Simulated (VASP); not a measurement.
# ZrSi2 in VASP: density of states with PBE

Aim: the density of states of ZrSi2 with PBE.

Everything below comes from runs of VASP 6.6.1. Logs are shortened: lines on timing, memory, paths and dates and some standing lists are left out, and cuts for length are marked.

## (1) The cell of the first run

The typed cell holds 3 atoms: a = 3.686 Å, b = 3.686 Å, c = 4.077 Å, α = 90.00°, β = 90.00°, γ = 60.00°.

## (2) Density of states, PBE

The input, POSCAR:

```
ZrSi2
1.0
    1.8427920000      3.1918050000      0.0000000000
   -1.8427920000      3.1918050000      0.0000000000
    0.0000000000      0.0000000000      4.0767000000
Si Zr
2 1
Direct
    0.3333000000      0.3334000000      0.5000000000
    0.6666000000      0.6667000000      0.5000000000
    0.0000000000      0.0000000000      0.0000000000
```

The input, INCAR.step1:

```
SYSTEM = ZrSi2
PREC = Accurate
ENCUT = 520
EDIFF = 1E-6
ISMEAR = -5
SIGMA = 0.1
LREAL = .False.
LASPH = .True.
NELM = 80
ALGO = Normal
ISIF = 2
LWAVE = .False.
LCHARG = .True.
LMAXMIX = 4
GGA = PE
NBANDS = 17
```

The input, KPOINTS.step1:

```
regular mesh
0
Gamma
  8 8 6
  0 0 0
```

The input, INCAR.step2:

```
SYSTEM = ZrSi2
PREC = Accurate
ENCUT = 520
EDIFF = 1E-6
ISMEAR = -5
SIGMA = 0.1
LREAL = .False.
LASPH = .True.
NELM = 80
ALGO = Normal
ISIF = 2
LWAVE = .False.
LCHARG = .False.
LMAXMIX = 4
GGA = PE
LORBIT = 10
NEDOS = 2001
ICHARG = 11
```

The input, KPOINTS.step2:

```
regular mesh
0
Gamma
  12 12 9
  0 0 0
```

Potentials or basis: VASP PAW PBE potentials, release 64 (Si, Zr_sv).

Run with:

```bash
$ cat potpaw_PBE.64/Si/POTCAR potpaw_PBE.64/Zr_sv/POTCAR > POTCAR
$ cp INCAR.step1 INCAR
$ cp KPOINTS.step1 KPOINTS
$ mpirun -np 1 vasp_std > vasp.out
$ cp INCAR.step2 INCAR
$ cp KPOINTS.step2 KPOINTS
$ mpirun -np 1 vasp_std > vasp.out
```

OUTCAR:

```text
SYSTEM = ZrSi2
   PREC = Accurate
   ENCUT = 520
   EDIFF = 1E-6
   ISMEAR = -5
   LREAL = .False.
   LASPH = .True.
   NELM = 80
   ISIF = 2
   GGA = PE
   LORBIT = 10
   ICHARG = 11

 ion  position               nearest neighbor table
   1  0.333  0.333  0.500-   2 2.13   2 2.13   2 2.13   3 2.95   3 2.95   3 2.95   3 2.95   3 2.95
                             3 2.95
   2  0.667  0.667  0.500-   1 2.13   1 2.13   1 2.13   3 2.95   3 2.95   3 2.95   3 2.95   3 2.95
                             3 2.95
   3  0.000  0.000  0.000-   2 2.95   2 2.95   1 2.95   1 2.95   1 2.95   2 2.95   1 2.95   2 2.95
                             2 2.95   2 2.95   1 2.95   1 2.95

  LATTYP: Found a hexagonal cell.
 ALAT       =     3.6855802139
 C/A-ratio  =     1.1061216317

  Lattice vectors:

 A1 = (   1.8427920000,  -3.1918050000,   0.0000000000)
 A2 = (   1.8427920000,   3.1918050000,   0.0000000000)
 A3 = (   0.0000000000,   0.0000000000,   4.0767000000)

Analysis of symmetry for initial positions (statically):
=====================================================================
 Subroutine PRICEL returns:
 Original cell was already a primitive cell.

 Routine SETGRP: Setting up the symmetry group for a
 hexagonal supercell.

 Subroutine GETGRP returns: Found  4 space group operations
 (whereof  4 operations were pure point group operations)
 out of a pool of 24 trial point group operations.

The static configuration has the point symmetry C_2v.

Analysis of symmetry for dynamics (positions and initial velocities):
=====================================================================
 Subroutine PRICEL returns:
 Original cell was already a primitive cell.

 Routine SETGRP: Setting up the symmetry group for a
 hexagonal supercell.

 Subroutine GETGRP returns: Found  4 space group operations
 (whereof  4 operations were pure point group operations)
 out of a pool of 24 trial point group operations.

The dynamic configuration has the point symmetry C_2v.

 Subroutine INISYM returns: Found  4 space group operations
 (whereof  4 operations are pure point group operations),
 and found     1 'primitive' translations

----------------------------------------------------------------------------------------

                                     Primitive cell

  volume of cell :      47.9569

  direct lattice vectors                    reciprocal lattice vectors
     1.842792000  3.191805000  0.000000000     0.271327421  0.156651174  0.000000000
    -1.842792000  3.191805000  0.000000000    -0.271327421  0.156651174  0.000000000
     0.000000000  0.000000000  4.076700000     0.000000000  0.000000000  0.245296441

  length of vectors
     3.685580214  3.685580214  4.076700000     0.313302026  0.313302026  0.245296441

  position of ions in fractional coordinates (direct lattice)
     0.333300000  0.333400000  0.500000000
     0.666600000  0.666700000  0.500000000
     0.000000000  0.000000000  0.000000000

  ion indices of the primitive-cell ions
   primitive index   ion index
                 1           1
                 2           2
                 3           3

----------------------------------------------------------------------------------------

 KPOINTS: regular mesh

Automatic generation of k-mesh.
 Grid dimensions read from file:
 generate k-points for:   12   12    9

 Generating k-lattice:

  Cartesian coordinates                     Fractional coordinates (reciprocal lattice)
     0.022610618  0.013054264  0.000000000     0.083333333  0.000000000  0.000000000
    -0.022610618  0.013054264  0.000000000     0.000000000  0.083333333  0.000000000
     0.000000000  0.000000000  0.027255160     0.000000000  0.000000000  0.111111111

  Length of vectors
     0.026108502  0.026108502  0.027255160

  Shift w.r.t. Gamma in fractional coordinates (k-lattice)
     0.000000000  0.000000000  0.000000000

 TETIRR: Found   1950 inequivalent tetrahedra from     7776

 Subroutine IBZKPT returns following result:
 ===========================================

 Found    215 irreducible k-points:

 Following reciprocal coordinates:
            Coordinates               Weight
  0.000000  0.000000  0.000000      1.000000
  0.083333  0.000000  0.000000      4.000000
  0.083333  0.083333  0.000000      2.000000
  0.166667  0.000000  0.000000      4.000000
  0.166667  0.166667  0.000000      2.000000
  0.250000  0.000000  0.000000      4.000000
[... 16 lines left out ...]
  0.333333  0.416667  0.000000      4.000000
 -0.083333  0.333333  0.000000      4.000000
 [... further k-points ...]
   k-points           NKPTS =    215   k-points in BZ     NKDIM =    215   number of bands    NBANDS=     14
   number of dos      NEDOS =   2001   number of ions     NIONS =      3
   total plane-waves  NPLWV =  23520
   dimension x,y,z NGX =    28 NGY =   28 NGZ =   30
   dimension x,y,z NGXF=    56 NGYF=   56 NGZF=   60
   ions per type =               2   1
   NGX,Y,Z   is equivalent  to a cutoff of  12.63, 12.63, 12.23 a.u.
   NGXF,Y,Z  is equivalent  to a cutoff of  25.26, 25.26, 24.47 a.u.
 SYSTEM =  ZrSi2
   PREC   = accura    normal or accurate (medium, high low for compatibility)
   ISTART =      0    job   : 0-new  1-cont  2-samecut
   ICHARG =     11    charge: 1-file 2-atom 10-const
   ISPIN  =      1    spin polarized calculation?
   LNONCOLLINEAR =      F non collinear calculations
   LSORBIT =      F    spin-orbit coupling
   LASPH  =      T    aspherical Exc in radial PAW
   ENCUT  =  520.0 eV  38.22 Ry    6.18 a.u.   6.85  6.85  7.58*2*pi/ulx,y,z
   NELM   =     80;   NELMIN=  2; NELMDL=  0     # of ELM steps
   EDIFF  = 0.1E-05   stopping-criterion for ELM
   LREAL  =      F    real-space projection
   EDIFFG = 0.1E-04   stopping-criterion for IOM
   NSW    =      0    number of steps for IOM
   IBRION =     -1    ionic relax: 0-MD 1-quasi-New 2-CG
   NFREE  =      0    steps in history (QN), initial steepest desc. (CG)
   ISIF   =      2    stress and relaxation
   ISYM   =      2    0-nonsym 1-usesym 2-fastsym
   POTIM  = 0.5000    time-step for ionic-motion
   TEBEG  =    0.0;   TEEND  =   0.0 temperature during run
   PSTRESS=    0.0 pullay stress
   NELECT =      20.0000    total number of electrons
   NUPDOWN=      -1.0000    fix difference up-down
   EMIN   =  10.00;   EMAX   =-10.00  energy-range for DOS
   EFERMI =   0.00;   METHOD = LEGACY
   ISMEAR =    -5;   SIGMA  =   0.10  broadening in eV -4-tet -1-fermi 0-gaus
   EFERMI_NEDOS =   21; number of points for ismear=-14 and -15
   IALGO  =     38    algorithm
   IMIX   =      4    mixing-type and parameters
     AMIX     =   0.40;   BMIX     =  1.00
     AMIX_MAG =   1.60;   BMIX_MAG =  1.00
  volume/ion in A,a.u.               =      15.99       107.88
  Fermi-wavevector in a.u.,A,eV,Ry     =   1.223116  2.311354 20.354493  1.496013
  Thomas-Fermi vector in A             =   2.358239
   LORBIT       =     10    0 simple, 1 ext, 2 COOP (PROOUT), +10 PAW based schemes
   GGA     = PE    functional components
   LHFCALC =     F    Hartree Fock is set to
   AEXX    =    0.0000 exact exchange contribution
   IVDW    =     0    specifies the selected vdW correction
   LEPSILON=     F    determine dielectric tensor
   LRPA    =     F    only Hartree local field effects (RPA)
 non-spin polarized calculation
 Fermi weights with tetrahedron method with Bloechl corrections
  energy-cutoff  :      520.00
  volume of cell :       47.96
 maximum number of plane-waves:      1308

 number of electron      20.0000000 magnetization

 Free energy of the ion-electron system (eV)
  ---------------------------------------------------
  ext. energy  EPLUGINS =         0.00000000
  ---------------------------------------------------
  free energy    TOTEN  =       -19.36107030 eV

  energy without entropy =      -19.36107030  energy(sigma->0) =      -19.36107030

 E-fermi :  11.1768     XC(G=0): -11.4011

 val. band max:       11.3562295010   @ k =  -0.1667   0.1667   0.4444
 cond. band min:      11.0466841622   @ k =   0.2500   0.0000   0.2222
 fundamental gap:     -0.3095453388
 Fermi energy:        11.1767512157

 k-point     1 :       0.0000    0.0000    0.0000
  band No.  band energies     occupation
      1     -38.4692      2.00000
      2     -16.5476      2.00000
      3     -16.4318      2.00000
      4     -16.4315      2.00000
      5      -2.7084      2.00000
      6       7.1801      2.00000
      7       7.3718      2.00000
      8       7.3724      2.00000
      9       7.9852      2.00000
     10      11.9553     -0.39097
     11      12.0716     -0.30818
     12      12.0716      0.00000
     13      12.1367      0.00000
     14      12.1377      0.00000

 k-point     2 :       0.0833    0.0000    0.0000
  band No.  band energies     occupation
      1     -38.4681      2.00000
      2     -16.5451      2.00000
      3     -16.4468      2.00000
      4     -16.4352      2.00000
      5      -2.6051      2.00000
      6       6.8508      2.00000
      7       7.1453      2.00000
      8       7.3146      2.00000
      9       8.0672      2.00000
     10      11.5887     -0.11479
     11      11.9767     -0.23998
     12      12.0512      0.00000
     13      12.1263      0.00000
     14      12.5716      0.00000
[... 343 lines left out ...]
      1     -38.4544      2.00000
      2     -16.6196      2.00000
      3     -16.5149      2.00000
      4     -16.4840      2.00000
      5      -0.6761      2.00000
      6       2.5941      2.00000
      7       6.0242      2.00000
      8       6.9169      2.00000
      9       8.4859      2.00000
     10      10.3132      2.00211
     11      11.6676     -0.04874
     12      12.2607      0.00000
     13      12.6762      0.00000
     14      13.3568      0.00000

 k-point    24 :      -0.0833    0.3333    0.0000
  band No.  band energies     occupation
      1     -38.4544      2.00000
      2     -16.6193      2.00000
      3     -16.5149      2.00000
      4     -16.4842      2.00000
      5      -0.6762      2.00000
      6       2.5943      2.00000
      7       6.0240      2.00000
      8       6.9167      2.00000
      9       8.4856      2.00000
     10      10.3134      2.00147
     11      11.6677     -0.06072
     12      12.2609      0.00000
     13      12.6761      0.00000
     14      13.3569      0.00000

 [... further k-points ...]

------------------------ aborting loop because EDIFF is reached ----------------------------------------

  FORCE on cell =-STRESS in cart. coord.  units (eV):
  Direction    XX          YY          ZZ          XY          YZ          ZX
  --------------------------------------------------------------------------------------
  -------------------------------------------------------------------------------------
  Total        8.4418472      8.4208119     -3.6150905      0.0000000      0.0000000      0.0000000
  in kB      282.0308735    281.3281103   -120.7753578      0.0000000      0.0000000      0.0000000
  external PRESSURE =     147.5278753 kB  Pullay stress =       0.0000000 kB

 VOLUME and BASIS-vectors are now :
 -----------------------------------------------------------------------------
  energy-cutoff  :      520.00
  volume of cell :       47.96
      direct lattice vectors                 reciprocal lattice vectors
     1.842792000  3.191805000  0.000000000     0.271327421  0.156651174  0.000000000
    -1.842792000  3.191805000  0.000000000    -0.271327421  0.156651174  0.000000000
     0.000000000  0.000000000  4.076700000     0.000000000  0.000000000  0.245296441

 POSITION                                       TOTAL-FORCE (eV/Angst)
 -----------------------------------------------------------------------------------
     -0.00018      2.12798      2.03835        -0.000154     -0.001178      0.000000
     -0.00018      4.25563      2.03835        -0.000154      0.001178      0.000000
      0.00000      0.00000      0.00000         0.000308      0.000000      0.000000
 -----------------------------------------------------------------------------------
    total drift:                                0.000010     -0.000000     -0.000000

  FREE ENERGIE OF THE ION-ELECTRON SYSTEM (eV)
  ---------------------------------------------------
  free  energy   TOTEN  =       -19.3610703008 eV

  energy  without entropy=      -19.3610703008  energy(sigma->0) =      -19.36107030

 total charge

# of ion       s       p       d       tot
------------------------------------------
    1        0.752   1.068   0.000   1.820
    2        0.752   1.068   0.000   1.820
    3        2.125   5.953   1.705   9.783
--------------------------------------------------
tot          3.629   8.089   1.705  13.423
```

Run time: 2.4 min. Hardware: 1 thread of Intel Xeon Platinum 8488C (Sapphire Rapids), shared host; peak memory 0.26 GiB.

Results:

| Item | Value |
| --- | --- |
| Valence electrons inside the program's atomic spheres | Si 1.82; Zr 9.78 |

Caveat: tetrahedron occupations give inexact forces and stress in metals.
